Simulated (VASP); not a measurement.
Al12O, 13 atoms in the cell. The cell holds a slab with vacuum, 13 atoms: a = 5.714 Å, b = 5.714 Å, c = 19.675 Å, α = 90.00°, β = 90.00°, γ = 90.00°. 

```yaml
Program: VASP 6.6.1
Task: single point
Functional: PBE
Potentials_or_basis: VASP PAW PBE potentials, release 64 (Al, O)
Cutoff: 520 eV
k_mesh: 5 × 5 × 1
Occupations: gaussian, width 0.1 eV
Spin: no spin polarisation
Dipole_correction: yes
Further_INCAR_settings: ALGO = Normal; EDIFF = 1e-07; NBANDS = 33
```

Potentials or basis: VASP PAW PBE potentials, release 64 (Al, O).

Launch:

```console
$ cat potpaw_PBE.64/Al/POTCAR potpaw_PBE.64/O/POTCAR > POTCAR
$ mpirun -np 1 vasp_std > vasp.out
```

Hardware: 1 thread of Intel(R) Xeon(R) 6975P-C (Granite Rapids), with other jobs on the host.

Problem. How long does it take, and how much memory?

Solution. Wall time 3.3 min on 1 thread of Intel(R) Xeon(R) 6975P-C (Granite Rapids), with other jobs on the host, peak memory 0.62 GiB. Counts: scf iterations 26, k points 9.
